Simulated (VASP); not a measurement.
Input of a VASP 6.6.1 run:

File POSCAR:

```
K8Ta8O25
1.0
    7.9708780000      0.0000000000      0.0000000000
    0.0000000000      7.9708780000      0.0000000000
    0.0000000000      0.0000000000      7.9708780000
K Ta O
8 8 25
Direct
    0.9954380000      0.9960070000      0.9994530000
    0.9839460000      0.0045990000      0.5008940000
    0.9951150000      0.4919880000      0.0005530000
    0.9869320000      0.4857900000      0.5000730000
    0.5057470000      0.9961390000      0.9998210000
    0.5133990000      0.0020200000      0.5004540000
    0.5054460000      0.4920170000      0.0008770000
    0.5166960000      0.4837410000      0.4995140000
    0.2500540000      0.2419400000      0.2505830000
    0.2508330000      0.2460750000      0.7496620000
    0.2522000000      0.7477910000      0.2431350000
    0.2491330000      0.7401710000      0.7572890000
    0.7501350000      0.2443330000      0.2490730000
    0.7506410000      0.2440630000      0.7514900000
    0.7523060000      0.7444000000      0.2509030000
    0.7492460000      0.7439640000      0.7501010000
    0.2503440000      0.2439070000      0.0000160000
    0.2503580000      0.2441130000      0.4999730000
    0.2502140000      0.7440280000      0.0000480000
    0.2423170000      0.8326330000      0.5041830000
    0.7501650000      0.2438390000      0.0000110000
    0.7500400000      0.2439990000      0.4999990000
    0.7500320000      0.7438610000      0.9999060000
    0.7503720000      0.7438230000      0.4999090000
    0.9996750000      0.2429930000      0.2507490000
    0.0001450000      0.2440190000      0.7492550000
    0.0030470000      0.7447250000      0.2533410000
    0.0028930000      0.7423690000      0.7468730000
    0.5002780000      0.2436700000      0.2507680000
    0.5007930000      0.2448000000      0.7493500000
    0.4974250000      0.7454350000      0.2532650000
    0.4973030000      0.7429150000      0.7461580000
    0.2498260000      0.9967780000      0.2312560000
    0.2525920000      0.9972660000      0.7709170000
    0.2479750000      0.4906240000      0.2287100000
    0.2506180000      0.4911560000      0.7687340000
    0.7501040000      0.9932130000      0.2493460000
    0.7501140000      0.9929500000      0.7506510000
    0.7502490000      0.4947290000      0.2492840000
    0.7504020000      0.4944310000      0.7507000000
    0.2570460000      0.6547930000      0.4954950000
```

The input INCAR.step1:

```
PREC     = Accurate       # precision mode
ENCUT    = 520            # plane-wave cutoff, eV
ISMEAR   = -1             # smearing method
SIGMA    = 0.05           # smearing width, eV
LREAL    = Auto         
LASPH    = T              # aspherical terms in the spheres
NELM     = 150            # most SCF steps
ISPIN    = 2              # spin polarisation
MAGMOM   = 0 0 0 0.143 0 0 0 0.143 0 0 0 0 0 0 0 0 0 0.143 0 0.143 0 0 0 0 0 0 0 0 0 0 0 0 0 0 0.143 0.143 0 0 0 0 0.143 # initial moments
LMAXMIX  = 4              # l up to which the mixer works
NELECT   = 309.0        
ISYM     = 0            
NBANDS   = 185            # bands
GGA      = PE             # functional
ALGO     = Normal         # electronic algorithm
EDIFF    = 1E-4           # SCF threshold, eV
LWAVE    = T              # write WAVECAR
LCHARG   = F              # write CHGCAR
NCORE    = 4
```

The input INCAR.step2:

```
PREC     = Accurate       # precision mode
ENCUT    = 520            # plane-wave cutoff, eV
EDIFF    = 1E-7           # SCF threshold, eV
ISMEAR   = -1             # smearing method
SIGMA    = 0.05           # smearing width, eV
LREAL    = Auto         
LASPH    = T              # aspherical terms in the spheres
NELM     = 150            # most SCF steps
ALGO     = Normal         # electronic algorithm
ISIF     = 2              # what is computed and relaxed
LWAVE    = F              # write WAVECAR
LCHARG   = T              # write CHGCAR
ISPIN    = 2              # spin polarisation
MAGMOM   = 0 0 0 0.143 0 0 0 0.143 0 0 0 0 0 0 0 0 0 0.143 0 0.143 0 0 0 0 0 0 0 0 0 0 0 0 0 0 0.143 0.143 0 0 0 0 0.143 # initial moments
LORBIT   = 11             # projections on sites
LMAXMIX  = 4              # l up to which the mixer works
METAGGA  = R2SCAN         # meta-GGA
LMIXTAU  = T            
LELF     = T              # ELF
LVHAR    = T            
NELECT   = 309.0        
ISYM     = 0            
NBANDS   = 185            # bands
ISTART   = 1            
NCORE    = 4
```

Contents of KPOINTS:

```
Automatic mesh
0
Gamma
  1 1 1
  0.25 0.25 0.25
```

Potentials or basis: VASP PAW PBE potentials, release 64 (K_sv, Ta_pv, O).

Launch:

```bash
$ cat potpaw_PBE.64/K_sv/POTCAR potpaw_PBE.64/Ta_pv/POTCAR potpaw_PBE.64/O/POTCAR > POTCAR
$ cp INCAR.step1 INCAR
$ mpirun -np 4 vasp_std > vasp.out
$ cp INCAR.step2 INCAR
$ mpirun -np 4 vasp_std > vasp.out
```

Predict the site moments.

K +0.00, -0.00 (each value once); Ta +0.03, +0.01, +0.00 (each value once); O -0.24, -0.01, -0.03, -0.06, -0.00, -0.15 (each value once) μB.

Estimate the net moment.

-0.90 μB per cell.

Forces in eV/Å, atoms in the order of the input:
```
K    0.013 -0.033 -0.014
K    0.048 -0.028  0.005
K    0.015  0.018  0.021
K    0.066  0.032 -0.028
K   -0.013 -0.036 -0.025
K   -0.070 -0.030  0.025
K   -0.022  0.024  0.016
K   -0.055  0.035 -0.013
Ta  -0.020  0.454  0.133
Ta   0.015 -0.466 -0.144
Ta  -0.102 -0.440  0.124
Ta   0.092  0.441 -0.140
Ta   0.011 -0.047 -0.005
Ta  -0.023  0.042 -0.006
Ta   0.029  0.032  0.004
Ta  -0.048 -0.041 -0.024
O   -0.004  0.000 -0.002
O   -0.005 -0.002  0.010
O    0.007  0.000 -0.012
O    0.124  0.622  0.048
O    0.006  0.003  0.006
O    0.009 -0.005  0.002
O    0.004  0.004  0.004
O   -0.002  0.004  0.011
O   -0.029 -0.011 -0.013
O   -0.006  0.024  0.022
O   -0.075  0.008  0.007
O   -0.042 -0.014  0.007
O    0.019 -0.018 -0.020
O    0.026  0.016  0.013
O    0.052  0.015 -0.003
O    0.068 -0.004  0.003
O    0.034  0.064 -0.074
O   -0.068  0.124  0.005
O    0.071 -0.131  0.001
O   -0.035 -0.069  0.085
O   -0.005  0.049 -0.007
O    0.003  0.047  0.011
O    0.001 -0.032 -0.010
O    0.006 -0.025  0.011
O   -0.097 -0.625 -0.032
```

Caveat: the cell carries a net charge on a neutralising background, which shifts energy and pressure; the PAW data sets were made with another functional, which shifts forces and pressure a little.
